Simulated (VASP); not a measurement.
# BeB32N32 (a cell with a defect) in VASP: single point with PBE0

Aim: the single point of BeB32N32 (a cell with a defect) with PBE0.

All numbers are computed with VASP 6.6.1; they aren't measurements. Logs are shortened: lines on timing, memory, paths and dates and some standing lists are left out, and cuts for length are marked.

## Step 1: The cell of the first run

The cell holds a defect, 65 atoms: a = 7.212 Å, b = 7.212 Å, c = 7.212 Å, α = 90.00°, β = 90.00°, γ = 90.00°.

## Step 2: Single point, PBE0

Contents of POSCAR:

```
BeB32N32
1.0
    7.2115910000      0.0000000000      0.0000000000
    0.0000000000      7.2115910000      0.0000000000
    0.0000000000      0.0000000000      7.2115910000
B N Be
32 32 1
Direct
    0.9990330000      0.9992280000      0.9977440000
    0.9957080000      0.0009460000      0.4943850000
    0.9973690000      0.4995550000      0.9962640000
    0.0006860000      0.4994370000      0.5000350000
    0.4993820000      0.9986260000      0.9971180000
    0.5016820000      0.9960160000      0.5000670000
    0.5008000000      0.5000400000      0.9992330000
    0.5702870000      0.4476770000      0.5645880000
    0.2477930000      0.2480290000      0.9974270000
    0.2436180000      0.2401920000      0.4990130000
    0.2487300000      0.7518460000      0.9946800000
    0.2465310000      0.7518600000      0.4944940000
    0.7506820000      0.2485530000      0.0005900000
    0.7218510000      0.2781750000      0.5350250000
    0.7493850000      0.7504920000      0.9988640000
    0.7500870000      0.7499470000      0.4987400000
    0.2469500000      0.9982200000      0.2454920000
    0.2502100000      0.9983500000      0.7477010000
    0.2349060000      0.5107170000      0.2337740000
    0.2488600000      0.5014280000      0.7483550000
    0.7525180000      0.0008240000      0.2514200000
    0.7506770000      0.9963050000      0.7488120000
    0.7491620000      0.5011220000      0.2455400000
    0.7566570000      0.5000950000      0.7551510000
    0.9962030000      0.2450070000      0.2488030000
    0.0023070000      0.2486450000      0.7489250000
    0.9961360000      0.7518900000      0.2471190000
    0.9998090000      0.7502280000      0.7475100000
    0.5011080000      0.2413900000      0.2413400000
    0.5039690000      0.2451670000      0.7523810000
    0.4968430000      0.7520270000      0.2457880000
    0.5003070000      0.7496380000      0.7480390000
    0.1250040000      0.1249200000      0.1217910000
    0.1247160000      0.1228120000      0.6237800000
    0.1176180000      0.6282540000      0.1159530000
    0.1258550000      0.6256010000      0.6225780000
    0.6256040000      0.1225230000      0.1227350000
    0.6227770000      0.1163940000      0.6302120000
    0.6239680000      0.6263740000      0.1232720000
    0.6339740000      0.6297410000      0.6323490000
    0.3717940000      0.3760300000      0.1225810000
    0.3743710000      0.3702420000      0.6266950000
    0.3741210000      0.8769380000      0.1200780000
    0.3745320000      0.8733170000      0.6223220000
    0.8750280000      0.3746350000      0.1239170000
    0.8855040000      0.3773360000      0.6300510000
    0.8733400000      0.8748420000      0.1225900000
    0.8756410000      0.8744480000      0.6229910000
    0.3747660000      0.1229590000      0.3729210000
    0.3739960000      0.1240460000      0.8756950000
    0.3579230000      0.6391660000      0.3568100000
    0.3752010000      0.6244240000      0.8726100000
    0.8795050000      0.1206940000      0.3692640000
    0.8755790000      0.1242460000      0.8737580000
    0.8740070000      0.6237170000      0.3736460000
    0.8769300000      0.6265130000      0.8767060000
    0.1254690000      0.3759550000      0.3720660000
    0.1261100000      0.3748120000      0.8736610000
    0.1222850000      0.8761860000      0.3724070000
    0.1248880000      0.8755070000      0.8716140000
    0.6220380000      0.3746610000      0.3634310000
    0.6262950000      0.3736650000      0.8813400000
    0.6242720000      0.8737540000      0.3738110000
    0.6248020000      0.8739910000      0.8743410000
    0.4016980000      0.4383190000      0.4023790000
```

Contents of INCAR.step1:

```
SYSTEM = BeB32N32
  PREC = Accurate
  ENCUT = 520
  EDIFF = 1E-5
  ISMEAR = -1
  SIGMA = 0.05
  LREAL = Auto
  LASPH = .TRUE.
  NELM = 120
  ALGO = Normal
  ISIF = 2
  LWAVE = .TRUE.
  LCHARG = .FALSE.
  NBANDS = 167
  GGA = PE
  ISYM = 0
  GGA_COMPAT = .FALSE.
  NCORE = 4
```

Contents of INCAR.step2:

```
SYSTEM = BeB32N32
  PREC = Accurate
  ENCUT = 520
  EDIFF = 1E-6
  ISMEAR = -1
  SIGMA = 0.05
  LREAL = Auto
  LASPH = .TRUE.
  NELM = 120
  ALGO = Normal
  ISIF = 2
  LWAVE = .FALSE.
  LCHARG = .FALSE.
  GGA = PE
  LHFCALC = .TRUE.
  AEXX = 0.25
  PRECFOCK = Fast
  NBANDS = 167
  ISTART = 1
  ISYM = 0
  GGA_COMPAT = .FALSE.
  NCORE = 4
```

Contents of KPOINTS:

```
Automatic mesh
0
Gamma
  1 1 1
  0.25 0.25 0.25
```

Potentials or basis: VASP PAW PBE potentials, release 64 (B, N, Be).

The run is started by

```bash
cat potpaw_PBE.64/B/POTCAR potpaw_PBE.64/N/POTCAR potpaw_PBE.64/Be/POTCAR > POTCAR
cp INCAR.step1 INCAR
mpirun -np 4 vasp_std > vasp.out
cp INCAR.step2 INCAR
mpirun -np 4 vasp_std > vasp.out
```

OUTCAR:

```text
SYSTEM = BeB32N32
   PREC = Accurate
   ENCUT = 520
   EDIFF = 1E-6
   ISMEAR = -1
   LREAL = Auto
   LASPH = .TRUE.
   NELM = 120
   ISIF = 2
   GGA = PE
   LHFCALC = .TRUE.
   AEXX = 0.25
   PRECFOCK = Fast
   ISTART = 1
   ISYM = 0

 ion  position               nearest neighbor table
   1  0.999  0.999  0.998-  54 1.55  47 1.56  33 1.56  60 1.56
   2  0.996  0.001  0.494-  53 1.50  59 1.55  48 1.56  34 1.58
   3  0.997  0.500  0.996-  56 1.53  35 1.54  45 1.56  58 1.57
   4  0.001  0.499  0.500-  46 1.53  36 1.56  57 1.57  55 1.57
   5  0.499  0.999  0.997-  43 1.54  50 1.55  64 1.55  37 1.56
   6  0.502  0.996  0.500-  63 1.55  38 1.55  44 1.55  49 1.59
   7  0.501  0.500  0.999-  62 1.54  39 1.56  41 1.57  52 1.57
   8  0.570  0.448  0.565-  40 1.47  42 1.58  61 1.59  14 1.65  65 1.69  24 1.96  30 2.05
   9  0.248  0.248  0.997-  33 1.54  50 1.55  58 1.55  41 1.57
  10  0.244  0.240  0.499-  34 1.50  49 1.56  57 1.59  42 1.62  65 1.96
  11  0.249  0.752  0.995-  60 1.54  43 1.57  52 1.57  35 1.57
  12  0.247  0.752  0.494-  51 1.51  59 1.54  36 1.56  44 1.57
  13  0.751  0.249  0.001-  62 1.54  37 1.55  45 1.56  54 1.57
  14  0.722  0.278  0.535-  38 1.53  46 1.54  61 1.59   8 1.65
  15  0.749  0.750  0.999-  47 1.55  64 1.55  56 1.56  39 1.56
  16  0.750  0.750  0.499-  40 1.54  48 1.56  63 1.56  55 1.56
  17  0.247  0.998  0.245-  33 1.55  59 1.56  43 1.56  49 1.58
  18  0.250  0.998  0.748-  60 1.55  34 1.56  44 1.56  50 1.57
  19  0.235  0.511  0.234-  35 1.47  51 1.56  41 1.60  57 1.60  65 1.79
  20  0.249  0.501  0.748-  36 1.55  52 1.56  58 1.56  42 1.58
  21  0.753  0.001  0.251-  53 1.52  47 1.56  37 1.57  63 1.57
  22  0.751  0.996  0.749-  38 1.53  48 1.55  64 1.56  54 1.57
  23  0.749  0.501  0.246-  61 1.55  39 1.55  45 1.56  55 1.56
  24  0.757  0.500  0.755-  56 1.53  40 1.56  46 1.57  62 1.59   8 1.96
  25  0.996  0.245  0.249-  53 1.51  45 1.56  33 1.57  57 1.60
[... 12 lines left out ...]
  38  0.623  0.116  0.630-  22 1.53  14 1.53  30 1.54   6 1.55
  39  0.624  0.626  0.123-  23 1.55   7 1.56  15 1.56  31 1.56
  40  0.634  0.630  0.632-   8 1.47  32 1.54  16 1.54  24 1.56
  41  0.372  0.376  0.123-   7 1.57   9 1.57  29 1.60  19 1.60  65 2.08
  42  0.374  0.370  0.627-  20 1.58  30 1.58   8 1.58  10 1.62  65 1.70
  43  0.374  0.877  0.120-   5 1.54  31 1.55  17 1.56  11 1.57
  44  0.375  0.873  0.622-   6 1.55  18 1.56  32 1.56  12 1.57
  45  0.875  0.375  0.124-  13 1.56  23 1.56   3 1.56  25 1.56
  46  0.886  0.377  0.630-  26 1.52   4 1.53  14 1.54  24 1.57
  47  0.873  0.875  0.123-  27 1.54  15 1.55   1 1.56  21 1.56
  48  0.876  0.874  0.623-  22 1.55  28 1.55  16 1.56   2 1.56
  49  0.375  0.123  0.373-  10 1.56  29 1.57  17 1.58   6 1.59
  50  0.374  0.124  0.876-   9 1.55   5 1.55  30 1.56  18 1.57
  51  0.358  0.639  0.357-  12 1.51  65 1.52  31 1.52  19 1.56
  52  0.375  0.624  0.873-  20 1.56  32 1.56  11 1.57   7 1.57
  53  0.880  0.121  0.369-   2 1.50  25 1.51  21 1.52
  54  0.876  0.124  0.874-   1 1.55  26 1.57  13 1.57  22 1.57
  55  0.874  0.624  0.374-  16 1.56  23 1.56  27 1.57   4 1.57
  56  0.877  0.627  0.877-   3 1.53  24 1.53  15 1.56  28 1.57
  57  0.125  0.376  0.372-   4 1.57  10 1.59  25 1.60  19 1.60  65 2.05
  58  0.126  0.375  0.874-   9 1.55  20 1.56  26 1.56   3 1.57
  59  0.122  0.876  0.372-  12 1.54   2 1.55  17 1.56  27 1.56
  60  0.125  0.876  0.872-  11 1.54  18 1.55  28 1.56   1 1.56
  61  0.622  0.375  0.363-  23 1.55  29 1.57   8 1.59  14 1.59  65 1.68
  62  0.626  0.374  0.881-  13 1.54   7 1.54  30 1.58  24 1.59
  63  0.624  0.874  0.374-   6 1.55  16 1.56  31 1.57  21 1.57
  64  0.625  0.874  0.874-  15 1.55   5 1.55  22 1.56  32 1.56
  65  0.402  0.438  0.402-  51 1.52  61 1.68   8 1.69  42 1.70  19 1.79  10 1.96  29 1.97  57 2.05
                            41 2.08

IMPORTANT INFORMATION: All symmetrisations will be switched off!
NOSYMM: (Re-)initialisation of all symmetry stuff for point group C_1.

----------------------------------------------------------------------------------------

                                     Primitive cell

  volume of cell :     375.0535

  direct lattice vectors                    reciprocal lattice vectors
     7.211591000  0.000000000  0.000000000     0.138665656  0.000000000  0.000000000
     0.000000000  7.211591000  0.000000000     0.000000000  0.138665656  0.000000000
     0.000000000  0.000000000  7.211591000     0.000000000  0.000000000  0.138665656

  length of vectors
     7.211591000  7.211591000  7.211591000     0.138665656  0.138665656  0.138665656

[... 171 lines left out ...]
   dimension x,y,z NGXF=   108 NGYF=  108 NGZF=  108
   ions per type =              32  32   1
   NGX,Y,Z   is equivalent  to a cutoff of  12.45, 12.45, 12.45 a.u.
   NGXF,Y,Z  is equivalent  to a cutoff of  24.90, 24.90, 24.90 a.u.
 SYSTEM =  BeB32N32
   PREC   = accura    normal or accurate (medium, high low for compatibility)
   ISTART =      1    job   : 0-new  1-cont  2-samecut
   ICHARG =      0    charge: 1-file 2-atom 10-const
   ISPIN  =      1    spin polarized calculation?
   LNONCOLLINEAR =      F non collinear calculations
   LSORBIT =      F    spin-orbit coupling
   LASPH  =      T    aspherical Exc in radial PAW
   ENCUT  =  520.0 eV  38.22 Ry    6.18 a.u.  13.41 13.41 13.41*2*pi/ulx,y,z
   NELM   =    120;   NELMIN=  2; NELMDL=  0     # of ELM steps
   EDIFF  = 0.1E-05   stopping-criterion for ELM
   LREAL  =      T    real-space projection
   EDIFFG = 0.1E-04   stopping-criterion for IOM
   NSW    =      0    number of steps for IOM
   IBRION =     -1    ionic relax: 0-MD 1-quasi-New 2-CG
   NFREE  =      0    steps in history (QN), initial steepest desc. (CG)
   ISIF   =      2    stress and relaxation
   ISYM   =      0    0-nonsym 1-usesym 2-fastsym
   POTIM  = 0.5000    time-step for ionic-motion
   TEBEG  =    0.0;   TEEND  =   0.0 temperature during run
   PSTRESS=    0.0 pullay stress
   NELECT =     258.0000    total number of electrons
   NUPDOWN=      -1.0000    fix difference up-down
   EMIN   =  10.00;   EMAX   =-10.00  energy-range for DOS
   EFERMI =   0.00;   METHOD = LEGACY
   ISMEAR =    -1;   SIGMA  =   0.05  broadening in eV -4-tet -1-fermi 0-gaus
   EFERMI_NEDOS =   21; number of points for ismear=-14 and -15
   IALGO  =     38    algorithm
   IMIX   =      1    mixing-type and parameters
     AMIX     =   0.40;   BMIX     =  1.00
     AMIX_MAG =   1.60;   BMIX_MAG =  1.00
  volume/ion in A,a.u.               =       5.77        38.94
  Fermi-wavevector in a.u.,A,eV,Ry     =   1.445163  2.730963 28.415733  2.088497
  Thomas-Fermi vector in A             =   2.563376
   LORBIT       =      0    0 simple, 1 ext, 2 COOP (PROOUT), +10 PAW based schemes
   GGA     = PE    functional components
   LHFCALC =     T    Hartree Fock is set to
   PRECFOCK=fast      Normal, Fast or Accurate (Low or Medium for compatibility)
   ENCUT4O =  -1.0   cutoff for four orbital integrals eV
   NKREDX  =     1    reduce k-point grid by
   NKREDY  =     1    reduce k-point grid by
   NKREDZ  =     1    reduce k-point grid by
   AEXX    =    0.2500 exact exchange contribution
   HFSCREEN=    0.0000 screening length (either q_TF or 0.3 A-1)
   HFSCREENC=   0.0000 screening length for correlation (either q_TF or 0.3 A-1)
   ENCUTFOCK=  -1.0 apply spherical cutoff to Coloumb kernel
   IVDW    =     0    specifies the selected vdW correction
   LEPSILON=     F    determine dielectric tensor
   LRPA    =     F    only Hartree local field effects (RPA)
 non-spin polarized calculation
  energy-cutoff  :      520.00
  volume of cell :      375.05
 maximum number of plane-waves:     10107
 NGX is ok and might be reduce to    54
  NGX = 28; NGY = 28; NGZ = 28

 number of electron     258.0000037 magnetization

 Free energy of the ion-electron system (eV)
  ---------------------------------------------------
  ext. energy  EPLUGINS =         0.00000000
  ---------------------------------------------------
  free energy    TOTEN  =      -674.60349332 eV

  energy without entropy =     -674.60349332  energy(sigma->0) =     -674.60349332

 E-fermi :  10.3718     XC(G=0): -10.1435

 val. band max:        9.2106317255   @ k =   0.2500  -0.2500   0.2500
 cond. band min:      13.6205045578   @ k =  -0.2500  -0.2500   0.2500
 fundamental gap:      4.4098728324
 Fermi energy:        10.3717654480

 k-point     1 :       0.2500    0.2500    0.2500
  band No.  band energies     occupation
      1     -15.5822      2.00000
      2     -14.6843      2.00000
      3     -14.4718      2.00000
      4     -14.3837      2.00000
      5     -13.6456      2.00000
      6     -13.4576      2.00000
[... 565 lines left out ...]
    140      16.8966      0.00000
    141      16.9551      0.00000
 [bands above 141 left out]

------------------------ aborting loop because EDIFF is reached ----------------------------------------

  FORCE on cell =-STRESS in cart. coord.  units (eV):
  Direction    XX          YY          ZZ          XY          YZ          ZX
  --------------------------------------------------------------------------------------
  -------------------------------------------------------------------------------------
  Total       16.4185201     13.1306874     19.9822788     -6.4827706     -4.5128717     10.8953087
  in kB       70.1376689     56.0924979     85.3615577    -27.6935080    -19.2783697     46.5432665
  external PRESSURE =      70.5305748 kB  Pullay stress =       0.0000000 kB

 VOLUME and BASIS-vectors are now :
 -----------------------------------------------------------------------------
  energy-cutoff  :      520.00
  volume of cell :      375.05
      direct lattice vectors                 reciprocal lattice vectors
     7.211591000  0.000000000  0.000000000     0.138665656  0.000000000  0.000000000
     0.000000000  7.211591000  0.000000000     0.000000000  0.138665656  0.000000000
     0.000000000  0.000000000  7.211591000     0.000000000  0.000000000  0.138665656

 POSITION                                       TOTAL-FORCE (eV/Angst)
 -----------------------------------------------------------------------------------
      7.20462      7.20602      7.19532         0.050398      0.079251      0.062300
      7.18064      0.00682      3.56530         0.033744      0.082469      0.008838
      7.19262      3.60259      7.18465         0.044917      0.106334      0.056110
      0.00495      3.60174      3.60605         0.029709      0.077997      0.047876
      3.60134      7.20168      7.19081         0.048239      0.054317      0.054135
      3.61793      7.18286      3.60628         0.070402      0.055405      0.063032
[... 57 lines left out ...]
      4.50582      6.30287      6.30539        -0.064362     -0.035985     -0.039895
      2.89688      3.16098      2.90179         0.058784      0.126551      0.000790
 -----------------------------------------------------------------------------------
    total drift:                               -0.003249     -0.010520     -0.030203

  FREE ENERGIE OF THE ION-ELECTRON SYSTEM (eV)
  ---------------------------------------------------
  free  energy   TOTEN  =      -674.6034933163 eV

  energy  without entropy=     -674.6034933162  energy(sigma->0) =     -674.60349332
```

It took 31 min on 4 MPI ranks of Intel Xeon 6975P-C (Granite Rapids), shared host; peak memory 0.27 GiB.

What came out:

```yaml
Free_energy: -674.6035 eV
Pressure: 7.1 GPa
Largest_force: 0.625 eV/Å
Band_gap_on_the_k_mesh: 4.41 eV
```

Forces on the atoms (eV/Å):
```
B    0.050  0.079  0.062
B    0.034  0.082  0.009
B    0.045  0.106  0.056
B    0.030  0.078  0.048
B    0.048  0.054  0.054
B    0.070  0.055  0.063
B    0.037  0.080  0.042
B    0.239 -0.165 -0.015
B    0.049  0.070  0.034
B    0.069  0.014  0.098
B    0.059  0.048  0.056
B    0.067  0.044  0.027
B    0.083  0.067  0.044
B   -0.299  0.456  0.305
B    0.074  0.036  0.056
B    0.072  0.029  0.063
B    0.055  0.058  0.067
B    0.070  0.066  0.077
B    0.047  0.167  0.017
B    0.085  0.035  0.069
B    0.108  0.078  0.080
B    0.039  0.105  0.046
B    0.048  0.040  0.097
B    0.002 -0.009 -0.056
B    0.015  0.028  0.074
B    0.034  0.082  0.069
B    0.049  0.060  0.059
B    0.050  0.039  0.059
B    0.113  0.047  0.048
B    0.039  0.003  0.063
B    0.023  0.029  0.071
B    0.059  0.034  0.072
N   -0.048 -0.050 -0.054
N   -0.038 -0.039 -0.092
N   -0.029 -0.095 -0.025
N   -0.051 -0.047 -0.065
N   -0.110 -0.047 -0.049
N   -0.110 -0.125 -0.123
N   -0.059 -0.051 -0.070
N    0.027 -0.144  0.030
N   -0.041 -0.045 -0.005
N   -0.083 -0.028 -0.127
N   -0.042 -0.053 -0.064
N   -0.045 -0.067 -0.066
N   -0.061 -0.078 -0.061
N   -0.031  0.005  0.076
N   -0.045 -0.069 -0.070
N   -0.047 -0.046 -0.056
N   -0.042 -0.011 -0.037
N   -0.029 -0.097 -0.119
N   -0.126 -0.214 -0.144
N   -0.057 -0.054 -0.052
N    0.006 -0.211 -0.176
N   -0.050 -0.056 -0.049
N   -0.054 -0.055 -0.056
N   -0.022 -0.036  0.002
N    0.011 -0.041 -0.019
N   -0.030 -0.086 -0.062
N   -0.057 -0.051 -0.053
N   -0.052 -0.060 -0.053
N   -0.186 -0.065 -0.119
N    0.030 -0.005 -0.068
N   -0.086 -0.067 -0.048
N   -0.064 -0.036 -0.040
Be   0.059  0.127  0.001
```

Levels at points of the mesh, in eV from the valence-band top:
```csv
k point,band 126,band 127,band 128,band 129,band 130,band 131,band 132,band 133
"(0.25, 0.25, 0.25)",-3.72,-3.29,-2.76,-0.06,4.54,4.94,5.23,6.04
```

Caveat: the PAW data sets were made with another functional, which shifts forces and pressure a little.
